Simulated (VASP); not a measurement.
Runs of VASP 6.6.1 on Zr5N. The structure is that of space group P-6m2 (No. 187), or close to it. The cells are those of the table. 

```csv
task,spin,cell,k mesh,cutoff (eV),gap on the mesh (eV),pressure (GPa),relaxed volume (Å³/atom),largest force (eV/Å)
single point,off,"a = 3.176, b = 3.176, c = 13.577 Å, angles 90.0, 90.0, 120.0°, 6 atoms",6 × 6 × 1,520,none,0.1,-,-
relaxation of cell and atoms,off,"relaxed from a = 3.176, b = 3.176, c = 13.577 Å, angles 90.0, 90.0, 120.0°, 6 atoms",6 × 6 × 2,600,none,0.3,19.71,-
single point,off,"a = 3.183, b = 3.183, c = 13.553 Å, angles 90.0, 90.0, 120.0°, 6 atoms",12 × 12 × 4,520,none,0.1,-,0.02
relaxation of cell and atoms,off,"relaxed from a = 2.951, b = 2.951, c = 15.145 Å, angles 90.0, 90.0, 120.0°, 6 atoms",6 × 6 × 1,600,none,0.0,19.80,0.04
single point,off,"a = 2.951, b = 2.951, c = 15.145 Å, angles 90.0, 90.0, 120.0°, 6 atoms",6 × 6 × 1,520,none,(b),-,(a)
single point,"collinear, ferromagnetic start","a = 3.166, b = 3.166, c = 13.666 Å, angles 90.0, 90.0, 120.0°, 6 atoms",6 × 6 × 2,520,none,0.0,-,0.03
single point,off,"a = 3.166, b = 3.166, c = 13.666 Å, angles 90.0, 90.0, 120.0°, 6 atoms",6 × 6 × 2,520,none,0.0,-,0.03
```

Alike in all rows: level PBE; potentials or basis VASP PAW PBE potentials, release 64 (Zr_sv, N); smearing gaussian 0.1 eV.

Estimate the missing entries.

(a) 3.65; (b) 16.3.

Caveats: some runs use coarse meshes; forces of over 1 eV/Å act on the atoms, so gaps and moduli don't describe the material at rest (some runs).

A k mesh can miss the band edges, and the runs leave out spin-orbit coupling on Zr.

A gap of «none» marks levels without a gap at the run's occupations.
